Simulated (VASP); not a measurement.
Input of a VASP 6.6.1 run:

Contents of POSCAR:

```
WSe2
1.0
    3.3482667925      0.0000000000      0.0000000000
   -1.6741333962      2.8996841009      0.0000000000
    0.0000000000      0.0000000000     13.8662053378
W Se
2 4
Direct
    0.6666666667      0.3333333333      0.7500000000
    0.3333333333      0.6666666667      0.2500000000
    0.3333333333      0.6666666667      0.8690408831
    0.6666666667      0.3333333333      0.3690408831
    0.3333333333      0.6666666667      0.6309591169
    0.6666666667      0.3333333333      0.1309591169
```

The input INCAR.step1:

```
SYSTEM = WSe2
PREC = Accurate
ENCUT = 520
ISMEAR = 0
SIGMA = 0.02
LREAL = .False.
LASPH = .True.
NELM = 60
NBANDS = 35
GGA = PE
ALGO = Normal
EDIFF = 1E-4
LWAVE = .True.
LCHARG = .False.
```

File INCAR.step2:

```
SYSTEM = WSe2
PREC = Accurate
ENCUT = 520
EDIFF = 1E-7
ISMEAR = 0
SIGMA = 0.02
LREAL = .False.
LASPH = .True.
NELM = 60
ALGO = Normal
ISIF = 2
LWAVE = .False.
LCHARG = .False.
METAGGA = R2SCAN
LMIXTAU = .True.
NBANDS = 35
ISTART = 1
```

File KPOINTS:

```
Automatic mesh
0
Gamma
  12 12 2
  0 0 0
```

Potentials or basis: VASP PAW PBE potentials, release 64 (W_sv, Se).

Run with:

```console
$ cat potpaw_PBE.64/W_sv/POTCAR potpaw_PBE.64/Se/POTCAR > POTCAR
$ cp INCAR.step1 INCAR
$ mpirun -np 1 vasp_std > vasp.out
$ cp INCAR.step2 INCAR
$ mpirun -np 1 vasp_std > vasp.out
```

Problem. Predict the pressure.

Solution. -1.3 GPa.

Problem. What does it give for the largest force?

Solution. 0.042 eV/Å.

Problem. Estimate the band gap on the k mesh.

Solution. 1.24 eV, indirect (least direct gap 1.47 eV).

Forces on the atoms (eV/Å):
```
W    0.000  0.000  0.000
W    0.000  0.000  0.000
Se   0.000  0.000  0.042
Se   0.000  0.000  0.042
Se   0.000  0.000 -0.042
Se   0.000  0.000 -0.042
```

Caveat: the cell differs from its parent crystal (equal strain along all axes, cell held: +1.0 %, then relaxed in part); the PAW data sets were made with another functional, which shifts forces and pressure a little; spin-orbit coupling is left out, which moves the levels of the heavy elements. A k mesh can miss the band edges.
